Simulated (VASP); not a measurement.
# Al3Sb2P (P4mm) in VASP: further runs, part 2 of 2

VASP 6.6.1. The steps go on from the part before.

## Step 3: Single point, PBE

This run uses another cell than the first one, of 20.92 Å³/atom, 1.139 times its volume.

Contents of INCAR:

```
SYSTEM = Al3Sb2P
ALGO = Normal
EDIFF = 1E-6
ENCUT = 520
GGA = PE
ISIF = 2
ISMEAR = 0
LASPH = .TRUE.
LCHARG = .FALSE.
LREAL = .FALSE.
LWAVE = .FALSE.
NBANDS = 21
NELM = 80
PREC = Accurate
SIGMA = 0.1
```

Contents of KPOINTS:

```
k-points
0
G
  6 6 2
  0 0 0
```

Contents of POSCAR:

```
Al3Sb2P
1.0
    3.9687302358      0.0000000000      0.0000000000
    0.0000000000      3.9687302358      0.0000000000
    0.0000000000      0.0000000000      7.9702114774
Al Sb P
3 2 1
Direct
    0.5000000000      0.0000000000      0.9971787089
    0.0000000000      0.5000000000      0.9971787089
    0.0000000000      0.0000000000      0.2556793534
    0.5000000000      0.5000000000      0.3180767084
    0.0000000000      0.0000000000      0.6603709920
    0.5000000000      0.5000000000      0.7715155584
```

Potentials or basis: VASP PAW PBE potentials, release 64 (Al, Sb, P).

Started as:

```sh
> cat potpaw_PBE.64/Al/POTCAR potpaw_PBE.64/Sb/POTCAR potpaw_PBE.64/P/POTCAR > POTCAR
> mpirun -np 1 vasp_std > vasp.out
```

OUTCAR:

```text
SYSTEM = Al3Sb2P
   EDIFF = 1E-6
   ENCUT = 520
   GGA = PE
   ISIF = 2
   ISMEAR = 0
   LASPH = .TRUE.
   LREAL = .FALSE.
   NELM = 80
   PREC = Accurate

 ion  position               nearest neighbor table
   1  0.500  0.000  0.997-   6 2.68   6 2.68   2 2.81   2 2.81   2 2.81   2 2.81   3 2.86   3 2.86
                             4 3.24   4 3.24   5 3.34   5 3.34
   2  0.000  0.500  0.997-   6 2.68   6 2.68   1 2.81   1 2.81   1 2.81   1 2.81   3 2.86   3 2.86
                             4 3.24   4 3.24   5 3.34   5 3.34
   3  0.000  0.000  0.256-   4 2.85   4 2.85   4 2.85   4 2.85   2 2.86   1 2.86   1 2.86   2 2.86
                             5 3.23
   4  0.500  0.500  0.318-   3 2.85   3 2.85   3 2.85   3 2.85   2 3.24   2 3.24   1 3.24   1 3.24

   5  0.000  0.000  0.660-   6 2.94   6 2.94   6 2.94   6 2.94   3 3.23   1 3.34   1 3.34   2 3.34
                             2 3.34
   6  0.500  0.500  0.772-   1 2.68   2 2.68   1 2.68   2 2.68   5 2.94   5 2.94   5 2.94   5 2.94

  LATTYP: Found a simple tetragonal cell.
 ALAT       =     3.9687302358
 C/A-ratio  =     2.0082522630

  Lattice vectors:

 A1 = (   3.9687302358,   0.0000000000,   0.0000000000)
 A2 = (   0.0000000000,   3.9687302358,   0.0000000000)
 A3 = (   0.0000000000,   0.0000000000,   7.9702114774)
[... 184 lines left out ...]
 Fermi energy:         7.7174444764

 k-point     1 :       0.0000    0.0000    0.0000
  band No.  band energies     occupation
      1      -5.3327      2.00000
      2      -3.3889      2.00000
      3      -1.1685      2.00000
      4       1.5838      2.00000
      5       4.0016      2.00000
      6       4.0016      2.00000
[... 469 lines left out ...]
     20      13.8589      0.00000
     21      15.9255      0.00000

------------------------ aborting loop because EDIFF is reached ----------------------------------------

  FORCE on cell =-STRESS in cart. coord.  units (eV):
  Direction    XX          YY          ZZ          XY          YZ          ZX
  --------------------------------------------------------------------------------------
  -------------------------------------------------------------------------------------
  Total       -0.0827851     -0.0827851     -0.0913107      0.0000000      0.0000000      0.0000000
  in kB       -1.0565496     -1.0565496     -1.1653581      0.0000000      0.0000000      0.0000000
  external PRESSURE =      -1.0928191 kB  Pullay stress =       0.0000000 kB

 VOLUME and BASIS-vectors are now :
 -----------------------------------------------------------------------------
  energy-cutoff  :      520.00
  volume of cell :      125.54
      direct lattice vectors                 reciprocal lattice vectors
     3.968730236  0.000000000  0.000000000     0.251969759  0.000000000  0.000000000
     0.000000000  3.968730236  0.000000000     0.000000000  0.251969759  0.000000000
     0.000000000  0.000000000  7.970211477     0.000000000  0.000000000  0.125467185

 POSITION                                       TOTAL-FORCE (eV/Angst)
 -----------------------------------------------------------------------------------
      1.98437      0.00000      7.94773         0.000000      0.000000     -0.019939
      0.00000      1.98437      7.94773         0.000000      0.000000     -0.019939
      0.00000      0.00000      2.03782         0.000000      0.000000     -0.037137
      1.98437      1.98437      2.53514         0.000000     -0.000000      0.005773
      0.00000      0.00000      5.26330        -0.000000      0.000000      0.038702
      1.98437      1.98437      6.14914         0.000000     -0.000000      0.032541
 -----------------------------------------------------------------------------------
    total drift:                                0.000000      0.000000     -0.000492

  FREE ENERGIE OF THE ION-ELECTRON SYSTEM (eV)
  ---------------------------------------------------
  free  energy   TOTEN  =       -23.9483803725 eV

  energy  without entropy=      -23.9415481208  energy(sigma->0) =      -23.94496425
```

OSZICAR:

```text
N       E                     dE             d eps       ncg     rms          rms(c)
DAV:   1     0.684434614222E+02    0.68443E+02   -0.85400E+03   840   0.923E+02
DAV:   2    -0.186461481973E+02   -0.87090E+02   -0.83563E+02  1037   0.141E+02
DAV:   3    -0.244993658885E+02   -0.58532E+01   -0.57102E+01  1068   0.366E+01
DAV:   4    -0.245985450811E+02   -0.99179E-01   -0.98885E-01  1008   0.518E+00
DAV:   5    -0.246001806877E+02   -0.16356E-02   -0.16355E-02  1017   0.757E-01    0.557E+00
DAV:   6    -0.239764146941E+02    0.62377E+00   -0.21952E+00   895   0.606E+00    0.338E+00
DAV:   7    -0.239612923152E+02    0.15122E-01   -0.21637E-01   955   0.204E+00    0.164E+00
DAV:   8    -0.239495422775E+02    0.11750E-01   -0.18666E-02   988   0.623E-01    0.460E-01
DAV:   9    -0.239483724250E+02    0.11699E-02   -0.26048E-03  1015   0.253E-01    0.920E-02
DAV:  10    -0.239483739307E+02   -0.15057E-05   -0.27167E-04   970   0.803E-02    0.545E-02
DAV:  11    -0.239483809840E+02   -0.70533E-05   -0.39539E-05  1040   0.305E-02    0.981E-03
DAV:  12    -0.239483803725E+02    0.61155E-06   -0.52561E-06   958   0.104E-02
   1 F= -.23948380E+02 E0= -.23944964E+02  d E =-.683225E-02
```

stdout:

```text
POSCAR found type information on POSCAR AlSbP
 POSCAR found :  3 types and       6 ions
 scaLAPACK will be used
 LDA part: xc-table for (Slater+PW92), standard interpolation
 POSCAR, INCAR and KPOINTS ok, starting setup
 FFT: planning ... GRIDC
 FFT: planning ... GRID_SOFT
 FFT: planning ... GRID
 WAVECAR not read
 entering main loop
```

Run time: 20 s. Hardware: 1 thread of Intel Xeon 6975P-C (Granite Rapids), shared host; peak memory 0.24 GiB.

Results:

* Free energy: -23.9484 eV
* Pressure: -0.1 GPa
* Largest force: 0.039 eV/Å
* Band gap on the k mesh: zero (band 12 reaches 8.76 eV, above the bottom of band 13 at 6.17 eV)

Forces on the atoms (eV/Å):
```
Al   0.000  0.000 -0.020
Al   0.000  0.000 -0.020
Al   0.000  0.000 -0.037
Sb   0.000  0.000  0.006
Sb   0.000  0.000  0.039
P    0.000  0.000  0.033
```

Caveat: the k points lie up to 0.39 Å⁻¹ apart; spin-orbit coupling is left out, which moves the levels of the heavy elements.

## Step 4: Relaxation of cell and atoms, PBE

Contents of INCAR:

```
PREC     = Accurate       # precision mode
ENCUT    = 600            # plane-wave cutoff, eV
EDIFF    = 1E-6           # SCF threshold, eV
ISMEAR   = 0              # smearing method
SIGMA    = 0.1            # smearing width, eV
LREAL    = F              # projectors in reciprocal space
LASPH    = T              # aspherical terms in the spheres
NELM     = 100            # most SCF steps
ALGO     = Normal         # electronic algorithm
ISIF     = 3              # what is computed and relaxed
LWAVE    = F              # write WAVECAR
LCHARG   = F              # write CHGCAR
GGA      = PE             # functional
IBRION   = 2              # ionic algorithm
NSW      = 90             # ionic steps
EDIFFG   = -0.04          # ionic threshold
```

Contents of KPOINTS:

```
Automatic mesh
0
Gamma
  6 6 2
```

Contents of POSCAR:

```
Al3Sb2P
1.0
    3.6996788600      0.0000000000      0.0000000000
    0.0000000000      3.6996788600      0.0000000000
    0.0000000000      0.0000000000      8.0520470900
Al Sb P
3 2 1
Direct
    0.5000000000      0.0000000000      0.9983087800
    0.0000000000      0.5000000000      0.9983087800
    0.0000000000      0.0000000000      0.3792572600
    0.5000000000      0.5000000000      0.2665635600
    0.0000000000      0.0000000000      0.7339377400
    0.5000000000      0.5000000000      0.6236239100
```

Started as:

```sh
> cat potpaw_PBE.64/Al/POTCAR potpaw_PBE.64/Sb/POTCAR potpaw_PBE.64/P/POTCAR > POTCAR
> mpirun -np 1 vasp_std > vasp.out
```

Run time: 4.9 min. Hardware: 1 thread of Intel Xeon 6975P-C (Granite Rapids), shared host; peak memory 0.27 GiB.

The run converged. Its results:

| Item | Value |
| --- | --- |
| Free energy | -23.8320 eV |
| Relaxed volume | 21.65 Å³/atom |
| Relaxed cell | a = 3.932 Å, b = 3.932 Å, c = 8.402 Å, α = 90.00°, β = 90.00°, γ = 90.00° |
| Space group after relaxing (to 0.05 Å) | P4mm (No. 99) |
| Energy gained by relaxing | 285.6 meV/atom |
| Ionic steps | 31 |
| Pressure after relaxing | 0.0 GPa |
| Largest force after relaxing | 0.029 eV/Å |
| Band gap on the k mesh | zero (band 12 reaches 8.34 eV, above the bottom of band 13 at 5.42 eV) |

Forces in eV/Å, atoms in the order of the input:
```
Al   0.000  0.000 -0.014
Al   0.000  0.000 -0.014
Al   0.000  0.000 -0.019
Sb   0.000  0.000  0.029
Sb   0.000  0.000  0.013
P    0.000  0.000  0.007
```

The path:
| step | energy change (eV) | largest force (eV/Å) | pressure (GPa) | volume (Å³) |
| --- | --- | --- | --- | --- |
| 1 | 0.0000 | 1.3307 | 14.96 | 110.21 |
| 2 | -0.8430 | 1.0948 | -3.54 | 139.88 |
| 3 | -0.9234 | 1.1237 | -0.55 | 131.80 |
| 4 | -1.0119 | 0.9553 | -0.41 | 131.57 |
| 5 | -1.0869 | 0.7622 | 0.19 | 131.08 |
| 6 | -1.1442 | 0.8064 | 0.19 | 131.24 |
| 7 | -1.2296 | 0.9188 | 0.47 | 131.66 |
| 8 | -1.2330 | 0.9480 | 0.61 | 131.76 |
| 9 | -1.2958 | 0.5322 | -0.59 | 133.76 |
| 10 | -1.3156 | 0.2703 | -1.70 | 135.99 |
| 11 | -1.3685 | 0.2842 | -1.19 | 134.22 |
| 12 | -1.4592 | 0.4151 | 0.75 | 128.94 |
| 13 | -1.4637 | 0.5265 | 1.64 | 127.15 |
| 14 | -1.4940 | 0.5004 | 1.55 | 127.04 |
| 15 | -1.5702 | 0.5136 | 1.39 | 126.71 |
| 16 | -1.4612 | 1.1184 | 2.07 | 126.01 |
| 17 | -1.5859 | 0.5607 | 1.40 | 126.56 |
| 18 | -1.6586 | 0.1701 | 0.07 | 128.78 |
| 19 | -1.6795 | 0.1876 | -1.31 | 131.35 |
| 20 | -1.6802 | 0.1506 | -1.12 | 130.95 |
| 21 | -1.6955 | 0.1767 | -0.26 | 129.25 |
| 22 | -1.6958 | 0.1846 | -0.10 | 128.97 |
| 23 | -1.6980 | 0.1438 | 0.05 | 128.74 |
| 24 | -1.6994 | 0.0941 | 0.30 | 128.36 |
| 25 | -1.7011 | 0.0984 | 0.24 | 128.57 |
| 26 | -1.7052 | 0.1092 | 0.05 | 129.19 |
| 27 | -1.7095 | 0.1179 | -0.28 | 130.45 |
| 28 | -1.7118 | 0.0823 | -0.10 | 130.25 |
| 29 | -1.7120 | 0.0701 | -0.03 | 130.17 |
| 30 | -1.7127 | 0.0547 | -0.01 | 130.10 |
| 31 | -1.7134 | 0.0287 | 0.04 | 129.90 |

Final structure:
```
CELL_PARAMETERS angstrom
3.93205 0.00000 0.00000
0.00000 3.93205 0.00000
0.00000 0.00000 8.40152
ATOMIC_POSITIONS crystal
Al 0.50000 0.00000 0.00642
Al 0.00000 0.50000 0.00642
Al 0.00000 0.00000 0.26121
Sb 0.50000 0.50000 0.35311
Sb 0.00000 0.00000 0.70727
P 0.50000 0.50000 0.66558
```

Levels at points of the mesh, in eV from the Fermi level:
```tsv
k point	band 9	band 10	band 11	band 12	band 13	band 14	band 15	band 16
(0.00, 0.00, 0.00)	-1.29	-1.29	0.05	0.42	0.42	0.55	0.62	2.35
(0.50, 0.00, 0.00)	-1.04	-1.01	-0.37	0.19	0.47	0.54	1.29	1.50
(0.50, 0.50, 0.00)	-4.14	-3.05	-2.99	-2.99	-0.65	1.09	1.44	1.98
(0.00, 0.00, 0.50)	-1.57	-0.83	-0.12	0.64	1.02	1.02	1.35	1.94
(0.50, 0.00, 0.50)	-1.44	-0.32	0.28	0.30	0.37	1.30	1.99	2.38
(0.50, 0.50, 0.50)	-3.01	-2.74	-2.13	-2.13	-1.84	-0.94	0.48	0.48
```

Caveat: the k points lie up to 0.37 Å⁻¹ apart in the final cell; the volume moved by over 15 % at a fixed basis, so the end points are rough; spin-orbit coupling is left out, which moves the levels of the heavy elements.

## Step 5: Overview

```csv
task,cell,cutoff (eV),gap on the mesh (eV),pressure (GPa),largest force (eV/Å)
single point,"a = 3.700, b = 3.700, c = 8.052 Å, 6 atoms",520,none,15.0,1.33
single point,"a = 3.969, b = 3.969, c = 7.970 Å, 6 atoms",520,none,-0.1,0.04
relaxation of cell and atoms,"relaxed from a = 3.700, b = 3.700, c = 8.052 Å, 6 atoms",600,none,0.0,0.03
```

Alike in all rows: level PBE; potentials or basis VASP PAW PBE potentials, release 64 (Al, Sb, P); no spin polarisation; k mesh 6 × 6 × 2; smearing gaussian 0.1 eV.

Caveats: all runs use coarse meshes; spin-orbit coupling is left out, which moves the levels of the heavy elements; forces of over 1 eV/Å act on the atoms, so gaps and moduli don't describe the material at rest (some runs); the volume moved by over 15 % at a fixed basis, so the end points are rough (some runs).

Total energies depend on the potentials used, so only differences within one code and one set of settings carry meaning.
